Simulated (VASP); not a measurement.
Hf, 2 atoms in the cell. The structure is hexagonal, space group P6_3/mmc (No. 194). Conventional cell: a = 3.192 Å, b = 3.192 Å, c = 5.045 Å, α = 90.00°, β = 90.00°, γ = 120.00°. Hf (site symmetry -6m2) has 12 Hf at 3.12 to 3.19 Å within 4.1 Å. 

```yaml
Program: VASP 6.6.1
Task: electric field gradients
Functional: LDA
Potentials_or_basis: VASP PAW LDA potentials, release 64 (Hf_pv)
Cutoff: 520 eV
k_mesh: 12 × 12 × 7
Occupations: fermi-dirac, width 0.05 eV
Spin: no spin polarisation
Dipole_correction: no
Further_INCAR_settings: ALGO = Normal; EDIFF = 1e-08; NBANDS = 17
```

Potentials or basis: VASP PAW LDA potentials, release 64 (Hf_pv).

Launch:

```bash
$ cat potpaw_LDA.64/Hf_pv/POTCAR > POTCAR
$ mpirun -np 1 vasp_std > vasp.out
```

Hardware: 1 thread of Intel(R) Xeon(R) Platinum 8559C (Emerald Rapids), with other jobs on the host.

Estimate the wall time of this run.

Run time: 17 s on 1 thread of Intel(R) Xeon(R) Platinum 8559C (Emerald Rapids) (shared host), peak memory 0.17 GiB. Counts: scf iterations 14, k points 76.
